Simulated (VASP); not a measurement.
Runs of VASP 6.6.1 on NaH. The structure is that of space group Pm-3m (No. 221), or close to it. The cells are those of the table. 

```tsv
cell	gap on the mesh (eV)	pressure (GPa)
a = 2.975, b = 2.975, c = 2.916 Å, 2 atoms	1.53	-0.9
a = 2.917, b = 2.917, c = 3.033 Å, 2 atoms	1.34	-0.7
a = 2.936, b = 2.936, c = 2.994 Å, 2 atoms	1.47	(a)
a = 2.955 Å, 2 atoms	1.60	-0.9
a = 2.996, b = 2.996, c = 2.876 Å, 2 atoms	(b)	-0.7
```

Alike in all rows: task single point; level r2SCAN; potentials or basis VASP PAW PBE potentials, release 64 (Na_pv, H); no spin polarisation; k mesh 6 × 6 × 6; cutoff (eV) 550; smearing fermi-dirac 0.02 eV.

Question: Estimate the missing entries.

Answer: (a) -0.8; (b) 1.46.

Caveats: the PAW data sets were made with another functional, which shifts forces and pressure a little.

A k mesh can miss the band edges.
